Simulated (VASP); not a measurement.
# Ge2Sb2Te5 (P-3m1) in VASP: further runs, part 2 of 2

VASP 6.6.1. Earlier steps stand in the parts before.

### Step 5. Single point, PBE (26.58 Å³/atom)

This run uses another cell than the first one, of 26.58 Å³/atom.

INCAR reads:

```
PREC = Accurate ; ENCUT = 520
EDIFF = 1E-6 ; ISMEAR = 0
SIGMA = 0.03 ; LREAL = False
LASPH = True ; NELM = 60
ALGO = Normal ; ISIF = 2
LWAVE = False ; LCHARG = False
GGA = PE ; NBANDS = 44
```

KPOINTS reads:

```
Automatic mesh
0
Gamma
  12 12 2
```

POSCAR reads:

```
Ge2Sb2Te5
1.0
    4.2748639088      0.0000000000      0.0000000000
   -2.1374319544      3.7021407427      0.0000000000
    0.0000000000      0.0000000000     15.1154912950
Ge Sb Te
2 2 5
Direct
    0.0000000000      0.0000000000      0.3314713560
    0.0000000000      0.0000000000      0.6685286440
    0.3333333333      0.6666666667      0.1121550832
    0.6666666667      0.3333333333      0.8878449168
    0.0000000000      0.0000000000      0.0000000000
    0.3333333333      0.6666666667      0.7913602895
    0.6666666667      0.3333333333      0.2086397105
    0.3333333333      0.6666666667      0.4097504733
    0.6666666667      0.3333333333      0.5902495267
```

Potentials or basis: VASP PAW PBE potentials, release 64 (Ge_d, Sb, Te).

Run with:

```sh
> cat potpaw_PBE.64/Ge_d/POTCAR potpaw_PBE.64/Sb/POTCAR potpaw_PBE.64/Te/POTCAR > POTCAR
> mpirun -np 1 vasp_std > vasp.out
```

OUTCAR:

```text
PREC = Accurate
   ENCUT = 520
   EDIFF = 1E-6
   ISMEAR = 0
   LREAL = False
   LASPH = True
   NELM = 60
   ISIF = 2
   GGA = PE

 ion  position               nearest neighbor table
   1  0.000  0.000  0.331-   8 2.74   8 2.74   8 2.74   7 3.09   7 3.09   7 3.09
   2  0.000  0.000  0.669-   9 2.74   9 2.74   9 2.74   6 3.09   6 3.09   6 3.09
   3  0.333  0.667  0.112-   7 2.87   7 2.87   7 2.87   5 2.99   5 2.99   5 2.99
   4  0.667  0.333  0.888-   6 2.87   6 2.87   6 2.87   5 2.99   5 2.99   5 2.99
   5  0.000  0.000  0.000-   3 2.99   4 2.99   3 2.99   4 2.99   4 2.99   3 2.99
   6  0.333  0.667  0.791-   4 2.87   4 2.87   4 2.87   2 3.09   2 3.09   2 3.09
   7  0.667  0.333  0.209-   3 2.87   3 2.87   3 2.87   1 3.09   1 3.09   1 3.09
   8  0.333  0.667  0.410-   1 2.74   1 2.74   1 2.74   9 3.68   9 3.68   9 3.68
   9  0.667  0.333  0.590-   2 2.74   2 2.74   2 2.74   8 3.68   8 3.68   8 3.68

  LATTYP: Found a hexagonal cell.
 ALAT       =     4.2748639088
 C/A-ratio  =     3.5359000000

  Lattice vectors:

[... 192 lines left out ...]

 E-fermi :   7.7569     XC(G=0):  -9.9974

 val. band max:        7.7431558804   @ k =   0.0833  -0.0000   0.0000
 cond. band min:       7.7777988423   @ k =   0.4167   0.0833   0.0000
 fundamental gap:      0.0346429619
 Fermi energy:         7.7568773427

 k-point     1 :       0.0000    0.0000    0.0000
  band No.  band energies     occupation
      1     -17.0045      2.00000
      2     -17.0045      2.00000
      3     -17.0045      2.00000
      4     -17.0045      2.00000
      5     -16.9870      2.00000
      6     -16.9870      2.00000
[... 1117 lines left out ...]
     43      11.6428      0.00000
     44      11.8699      0.00000

 [... further k-points ...]
[... 5 lines left out ...]
  --------------------------------------------------------------------------------------
  -------------------------------------------------------------------------------------
  Total       14.4893936     14.4893936     17.6458615     -0.0000000      0.0000000      0.0000000
  in kB       97.0427971     97.0427971    118.1832592     -0.0000000      0.0000000      0.0000000
  external PRESSURE =     104.0896178 kB  Pullay stress =       0.0000000 kB

 VOLUME and BASIS-vectors are now :
 -----------------------------------------------------------------------------
  energy-cutoff  :      520.00
  volume of cell :      239.22
      direct lattice vectors                 reciprocal lattice vectors
     4.274863909  0.000000000  0.000000000     0.233925575  0.135056994  0.000000000
    -2.137431954  3.702140743  0.000000000     0.000000000  0.270113988  0.000000000
     0.000000000  0.000000000 15.115491295     0.000000000  0.000000000  0.066157294

 POSITION                                       TOTAL-FORCE (eV/Angst)
 -----------------------------------------------------------------------------------
      0.00000      0.00000      5.01035         0.000000     -0.000000     -0.659860
      0.00000      0.00000     10.10514         0.000000      0.000000      0.659860
     -0.00000      2.46809      1.69528        -0.000000      0.000000     -0.427108
      2.13743      1.23405     13.42021         0.000000     -0.000000      0.427108
      0.00000      0.00000      0.00000        -0.000000      0.000000      0.000000
     -0.00000      2.46809     11.96180        -0.000000      0.000000     -1.239840
      2.13743      1.23405      3.15369        -0.000000     -0.000000      1.239840
     -0.00000      2.46809      6.19358        -0.000000     -0.000000      1.234476
      2.13743      1.23405      8.92191        -0.000000      0.000000     -1.234476
 -----------------------------------------------------------------------------------
    total drift:                                0.000000     -0.000000      0.000000

  FREE ENERGIE OF THE ION-ELECTRON SYSTEM (eV)
  ---------------------------------------------------
  free  energy   TOTEN  =       -32.0998336792 eV

  energy  without entropy=      -32.0979523858  energy(sigma->0) =      -32.09889303
```

OSZICAR:

```text
N       E                     dE             d eps       ncg     rms          rms(c)
DAV:   1     0.623231114304E+03    0.62323E+03   -0.27581E+04  4260   0.218E+03
DAV:   2     0.722622904796E+02   -0.55097E+03   -0.52866E+03  3624   0.647E+02
DAV:   3    -0.252287677154E+02   -0.97491E+02   -0.94578E+02  3900   0.157E+02
DAV:   4    -0.320493872591E+02   -0.68206E+01   -0.67093E+01  4140   0.482E+01
DAV:   5    -0.322824171132E+02   -0.23303E+00   -0.23177E+00  4516   0.926E+00    0.150E+01
DAV:   6    -0.321578773345E+02    0.12454E+00   -0.12673E+00  4848   0.445E+00    0.107E+01
DAV:   7    -0.323669770746E+02   -0.20910E+00   -0.23437E+00  4444   0.568E+00    0.209E+00
DAV:   8    -0.320922241962E+02    0.27475E+00   -0.11246E+00  4272   0.414E+00    0.469E-01
DAV:   9    -0.321012621423E+02   -0.90379E-02   -0.11739E-01  3952   0.115E+00    0.451E-01
DAV:  10    -0.321000303889E+02    0.12318E-02   -0.65245E-03  4580   0.331E-01    0.425E-01
DAV:  11    -0.321002917847E+02   -0.26140E-03   -0.77977E-04  4088   0.112E-01    0.283E-01
DAV:  12    -0.321000031103E+02    0.28867E-03   -0.24823E-04  4240   0.616E-02    0.186E-01
DAV:  13    -0.320998273543E+02    0.17576E-03   -0.43648E-04  4384   0.647E-02    0.674E-02
DAV:  14    -0.320998331919E+02   -0.58376E-05   -0.71807E-05  3496   0.329E-02    0.596E-02
DAV:  15    -0.320998336792E+02   -0.48728E-06   -0.18184E-06  2812   0.742E-03
   1 F= -.32099834E+02 E0= -.32098893E+02  d E =-.188129E-02
```

stdout:

```text
POSCAR found type information on POSCAR GeSbTe
 POSCAR found :  3 types and       9 ions
 scaLAPACK will be used
 LDA part: xc-table for (Slater+PW92), standard interpolation
 POSCAR, INCAR and KPOINTS ok, starting setup
 FFT: planning ... GRIDC
 FFT: planning ... GRID_SOFT
 FFT: planning ... GRID
 WAVECAR not read
 entering main loop
```

Run time: 6.3 min. Hardware: 1 thread of Intel Xeon Platinum 8488C (Sapphire Rapids), shared host; peak memory 0.55 GiB.

What came out:

| Quantity | Value |
| --- | --- |
| Free energy | -32.0998 eV |
| Pressure | 10.4 GPa |
| Largest force | 1.240 eV/Å |
| Band gap on the k mesh | zero (bands 34 and 35 overlap by 0.53 eV) |

Forces in eV/Å, atoms in the order of the input:
```
Ge   0.000  0.000 -0.660
Ge   0.000  0.000  0.660
Sb   0.000  0.000 -0.427
Sb   0.000  0.000  0.427
Te   0.000  0.000  0.000
Te   0.000  0.000 -1.240
Te   0.000  0.000  1.240
Te   0.000  0.000  1.234
Te   0.000  0.000 -1.234
```

Caveat: the cell stands under pressure; spin-orbit coupling is left out, which moves the levels of the heavy elements; forces of over 1 eV/Å act on the atoms, so gaps and moduli don't describe the material at rest.

### Step 6. Single point, PBE (31.64 Å³/atom)

INCAR reads:

```
ALGO = Fast ; EDIFF = 1E-6
ENCUT = 520 ; GGA = PE
ISIF = 2 ; ISMEAR = 0
LASPH = T ; LCHARG = T
LELF = T ; LREAL = F
LVHAR = T ; LWAVE = F
NBANDS = 44 ; NELM = 80
PREC = Accurate ; SIGMA = 0.03
```

KPOINTS reads:

```
k-points
0
Gamma
  12 12 2
```

POSCAR: that of step 5 with these lines changed.

```diff
@@ -2,5 +2,5 @@
 1.0
-    4.2748639088      0.0000000000      0.0000000000
-   -2.1374319544      3.7021407427      0.0000000000
-    0.0000000000      0.0000000000     15.1154912950
+    4.1366261504      0.0000000000      0.0000000000
+   -2.0683130752      3.5824233322      0.0000000000
+    0.0000000000      0.0000000000     19.2175241070
 Ge Sb Te
```

Potentials or basis: VASP PAW PBE potentials, release 64 (Ge_d, Sb, Te).

Run with:

```sh
> cat potpaw_PBE.64/Ge_d/POTCAR potpaw_PBE.64/Sb/POTCAR potpaw_PBE.64/Te/POTCAR > POTCAR
> mpirun -np 1 vasp_std > vasp.out
```

Wall time 17 min (1 thread of Oxide Virtual Turin-like, shared host); peak memory 0.62 GiB.

The run converged. Its results:

```yaml
Free_energy: -33.6893 eV
Pressure: 0.1 GPa
Largest_force: 0.242 eV/Å
Band_gap_on_the_k_mesh: zero (bands 34 and 35 overlap by 0.27 eV)
```

Forces in eV/Å, atoms in the order of the input:
```
Ge   0.000  0.000  0.154
Ge   0.000  0.000 -0.154
Sb   0.000  0.000  0.011
Sb   0.000  0.000 -0.011
Te   0.000  0.000  0.000
Te   0.000  0.000  0.242
Te   0.000  0.000 -0.242
Te   0.000  0.000 -0.240
Te   0.000  0.000  0.240
```

Stress tensor (GPa, compression positive):
```
 1.11  0.00  0.00
 0.00  1.11  0.00
 0.00  0.00 -1.98
```

Levels at points of the mesh, in eV from the Fermi level:
```csv
k point,band 30,band 31,band 32,band 33,band 34,band 35,band 36,band 37,band 38,band 39
"(0.00, 0.00, 0.00)",-1.03,-1.01,-1.01,-0.93,0.26,0.39,0.52,0.52,1.28,1.29
"(0.50, 0.00, 0.00)",-2.30,-2.23,-1.55,-1.44,-1.30,-0.01,0.42,0.72,1.36,1.87
"(0.00, 0.00, 0.50)",-1.18,-1.02,-1.02,-0.55,0.10,0.48,0.53,0.53,1.26,1.26
"(0.50, 0.00, 0.50)",-2.44,-2.18,-2.09,-1.53,-0.84,0.10,0.33,0.68,1.50,1.56
```

Caveat: spin-orbit coupling is left out, which moves the levels of the heavy elements; this functional lacks dispersion, which binds layers or chains, so the pressure and a relaxed spacing across them are unreliable.

### Step 7. Single point, PBE (31.64 Å³/atom)

INCAR reads:

```
SYSTEM = Ge2Sb2Te5
PREC     = Accurate       ! precision mode
ENCUT    = 520            ! plane-wave cutoff, eV
EDIFF    = 1E-7           ! SCF threshold, eV
ISMEAR   = 0              ! smearing method
SIGMA    = 0.03           ! smearing width, eV
LREAL    = .FALSE.        ! projectors in reciprocal space
LASPH    = .TRUE.         ! aspherical terms in the spheres
NELM     = 80             ! most SCF steps
ALGO     = Fast           ! electronic algorithm
ISIF     = 2              ! what is computed and relaxed
LWAVE    = .FALSE.        ! write WAVECAR
LCHARG   = .FALSE.        ! write CHGCAR
GGA      = PE             ! functional
NBANDS   = 44             ! bands
```

KPOINTS reads:

```
regular mesh
0
G
  12 12 2
  0 0 0
```

POSCAR: that of step 6 with these lines changed.

```diff
@@ -2,5 +2,5 @@
 1.0
-    4.1366261504      0.0000000000      0.0000000000
-   -2.0683130752      3.5824233322      0.0000000000
-    0.0000000000      0.0000000000     19.2175241070
+    4.3952977798      0.0000000000      0.0000000000
+   -2.1976488899      3.8064395345      0.0000000000
+    0.0000000000      0.0000000000     17.0221092416
 Ge Sb Te
```

Run with:

```sh
> cat potpaw_PBE.64/Ge_d/POTCAR potpaw_PBE.64/Sb/POTCAR potpaw_PBE.64/Te/POTCAR > POTCAR
> mpirun -np 1 vasp_std > vasp.out
```

Run time: 25 min. Hardware: 1 thread of Oxide Virtual Turin-like, shared host; peak memory 0.64 GiB.

It converged, with:

| Quantity | Value |
| --- | --- |
| Free energy | -33.7002 eV |
| Pressure | -0.2 GPa |
| Largest force | 0.221 eV/Å |
| Band gap on the k mesh | zero (bands 34 and 35 overlap by 0.06 eV) |

Forces in eV/Å, atoms in the order of the input:
```
Ge   0.000  0.000 -0.053
Ge   0.000  0.000  0.053
Sb   0.000  0.000 -0.044
Sb   0.000  0.000  0.044
Te   0.000  0.000  0.000
Te   0.000  0.000 -0.157
Te   0.000  0.000  0.157
Te   0.000  0.000  0.221
Te   0.000  0.000 -0.221
```

Stress tensor (GPa, compression positive):
```
-1.10  0.00  0.00
 0.00 -1.10  0.00
 0.00  0.00  1.55
```

Levels at points of the mesh, in eV from the Fermi level:
| k point | band 31 | band 32 | band 33 | band 34 | band 35 | band 36 | band 37 | band 38 |
| --- | --- | --- | --- | --- | --- | --- | --- | --- |
| (0.00, 0.00, 0.00) | -1.45 | -1.41 | -1.24 | -0.37 | 0.03 | 0.03 | 0.33 | 0.86 |
| (0.50, 0.00, 0.00) | -1.66 | -1.59 | -1.00 | -0.78 | 0.57 | 0.89 | 1.11 | 1.57 |
| (0.00, 0.00, 0.50) | -1.48 | -1.48 | -1.24 | -0.38 | 0.06 | 0.06 | 0.33 | 0.87 |
| (0.50, 0.00, 0.50) | -1.87 | -1.55 | -1.42 | -0.43 | 0.18 | 0.77 | 1.62 | 1.71 |

Caveat: spin-orbit coupling is left out, which moves the levels of the heavy elements; this functional lacks dispersion, which binds layers or chains, so the pressure and a relaxed spacing across them are unreliable.

### Step 8. Summary

| cell | gap on the mesh (eV) | pressure (GPa) | largest force (eV/Å) |
| --- | --- | --- | --- |
| a = 4.531, b = 4.531, c = 16.020 Å, angles 90.0, 90.0, 120.0°, 9 atoms | none | -0.5 | 0.32 |
| a = 4.023, b = 4.023, c = 17.065 Å, angles 90.0, 90.0, 120.0°, 9 atoms | none | 11.9 | 1.40 |
| a = 3.786, b = 3.786, c = 19.267 Å, angles 90.0, 90.0, 120.0°, 9 atoms | none | 10.7 | 1.23 |
| a = 4.275, b = 4.275, c = 15.115 Å, angles 90.0, 90.0, 120.0°, 9 atoms | none | 10.4 | 1.24 |
| a = 4.137, b = 4.137, c = 19.218 Å, angles 90.0, 90.0, 120.0°, 9 atoms | none | 0.1 | 0.24 |
| a = 4.395, b = 4.395, c = 17.022 Å, angles 90.0, 90.0, 120.0°, 9 atoms | none | -0.2 | 0.22 |

Alike in all rows: task single point; level PBE; potentials or basis VASP PAW PBE potentials, release 64 (Ge_d, Sb, Te); no spin polarisation; k mesh 12 × 12 × 2; cutoff (eV) 520; smearing gaussian 0.03 eV.

Caveats: spin-orbit coupling is left out, which moves the levels of the heavy elements; this functional lacks dispersion, which binds layers or chains, so the pressure and a relaxed spacing across them are unreliable (at least some runs); the cell stands under pressure (at least some runs); forces of over 1 eV/Å act on the atoms, so gaps and moduli don't describe the material at rest (at least some runs).

Total energies depend on the potentials used, so only differences within one code and one set of settings carry meaning.

The gap in the log of VASP goes by the Fermi energy; the results here count the filled bands.